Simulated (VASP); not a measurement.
## Si5PdW: single point with PBE

The system is Si5PdW.

```
CELL_PARAMETERS angstrom
5.76789 -6.43141 0.00000
5.76789 6.43141 0.00000
0.00000 0.00000 2.82515
ATOMIC_POSITIONS crystal
Si 0.50000 0.50000 0.00000
Si 0.70151 0.93965 0.00000
Si 0.93965 0.70151 0.00000
Si 0.06035 0.29849 0.00000
Si 0.29849 0.06035 0.00000
Si 0.00000 0.00000 0.00000
Si 0.44017 0.79477 0.00000
Si 0.20523 0.55983 0.00000
Si 0.55983 0.20523 0.00000
Si 0.79477 0.44017 0.00000
Pd 0.31470 0.31470 0.50000
Pd 0.68530 0.68530 0.50000
W 0.81609 0.18391 0.50000
W 0.18391 0.81609 0.50000
```

```json
{"Program": "VASP 6.6.1", "Task": "single point", "Functional": "PBE", "Potentials or basis": "VASP PAW PBE potentials, release 64 (Si, Pd, W_sv)", "Cutoff": "520 eV", "k mesh": "2 × 2 × 6", "Occupations": "gaussian, width 0.2 eV", "Spin": "no spin polarisation"}
```

* Pressure: -0.3 GPa
* Largest force: 0.058 eV/Å
* Band gap on the k mesh: zero (bands 44 and 45 overlap by 1.26 eV)

Forces on the atoms (eV/Å):
```
Si   0.000  0.000  0.000
Si  -0.008 -0.024  0.000
Si  -0.008  0.024  0.000
Si   0.008 -0.024  0.000
Si   0.008  0.024  0.000
Si   0.000  0.000  0.000
Si  -0.050  0.030  0.000
Si   0.050  0.030  0.000
Si   0.050 -0.030  0.000
Si  -0.050 -0.030  0.000
Pd   0.000  0.000  0.000
Pd   0.000  0.000  0.000
W    0.000  0.019  0.000
W    0.000 -0.019  0.000
```

Stress tensor (GPa, compression positive):
```
-0.41  0.00  0.00
 0.00 -0.22  0.00
 0.00  0.00 -0.38
```

Levels at points of the mesh, in eV from the Fermi level:
| k point | band 41 | band 42 | band 43 | band 44 | band 45 | band 46 | band 47 | band 48 | band 49 | band 50 |
| --- | --- | --- | --- | --- | --- | --- | --- | --- | --- | --- |
| (0.00, 0.00, 0.00) | 0.32 | 0.34 | 0.36 | 0.54 | 0.98 | 1.00 | 1.09 | 1.63 | 1.73 | 2.10 |
| (0.50, 0.00, 0.00) | -0.04 | 0.31 | 0.32 | 0.36 | 0.53 | 0.75 | 0.96 | 1.15 | 2.02 | 2.63 |
| (0.50, 0.50, 0.00) | 0.28 | 0.29 | 0.39 | 0.54 | 0.86 | 0.87 | 1.07 | 1.47 | 1.67 | 2.12 |
| (0.00, 0.00, 0.50) | -1.82 | -1.02 | -0.89 | -0.81 | -0.72 | -0.58 | 0.07 | 0.34 | 0.73 | 0.91 |
| (0.50, 0.00, 0.50) | -1.80 | -1.20 | -1.20 | -0.58 | -0.55 | 0.22 | 0.48 | 0.62 | 0.72 | 0.80 |
| (0.50, 0.50, 0.50) | -1.81 | -1.64 | -1.00 | -0.96 | -0.19 | -0.04 | 0.44 | 0.47 | 0.71 | 0.76 |

Run time: 4.5 min on 1 thread of Intel Xeon 8259CL (shared host), peak memory 0.38 GiB.

Caveat: the k points lie up to 0.37 Å⁻¹ apart, too coarse for converged energies and pressures of a metal; spin-orbit coupling is left out, which moves the levels of the heavy elements.
